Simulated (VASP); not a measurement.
Wanted: the native input for a VASP 6.6.1 run.

```
Task                   : single point
Functional             : PBE
Potentials or basis    : VASP PAW PBE potentials, release 64 (Na_pv, Cl)
Cutoff                 : 520 eV
k mesh                 : 8 × 8 × 8
Occupations            : fermi-dirac, width 0.02 eV
Spin                   : no spin polarisation
Dipole correction      : no
Further INCAR settings : ALGO = Normal; EDIFF = 1e-07; NBANDS = 14
```

The structure of NaCl lies in POSCAR:

```
NaCl
1.0
    0.0000000000      2.6690100961      2.8026988303
    2.6690100961      0.0000000000      2.8026988303
    2.6690100961      2.6690100961      0.0000000000
Na Cl
1 1
Direct
    0.0000000000      0.0000000000      0.0000000000
    0.5000000000      0.5000000000      0.5000000000
```

This cell differs from its parent crystal: biaxial xy strain -4.8%.

These files were run (other wordings do the same):

INCAR

```
  ALGO = Normal
  EDIFF = 1E-7
  ENCUT = 520
  GGA = PE
  ISIF = 2
  ISMEAR = -1
  LASPH = True
  LCHARG = False
  LREAL = False
  LWAVE = False
  NBANDS = 14
  NELM = 100
  PREC = Accurate
  SIGMA = 0.02
```

KPOINTS

```
k-points
0
Gamma
  8 8 8
```

Potentials or basis: VASP PAW PBE potentials, release 64 (Na_pv, Cl).

Run with:

```console
$ cat potpaw_PBE.64/Na_pv/POTCAR potpaw_PBE.64/Cl/POTCAR > POTCAR
$ mpirun -np 1 vasp_std > vasp.out
```

Results of the run:

- Pressure: 5.0 GPa
- Band gap on the k mesh: 5.58 eV

Caveat: the cell differs from its parent crystal (biaxial xy strain -4.8%); the cell stands under pressure.

It took 41 s on 1 thread of AMD EPYC 7R43 64-Core Processor (Zen 3), on a shared host, peak memory 0.14 GiB.
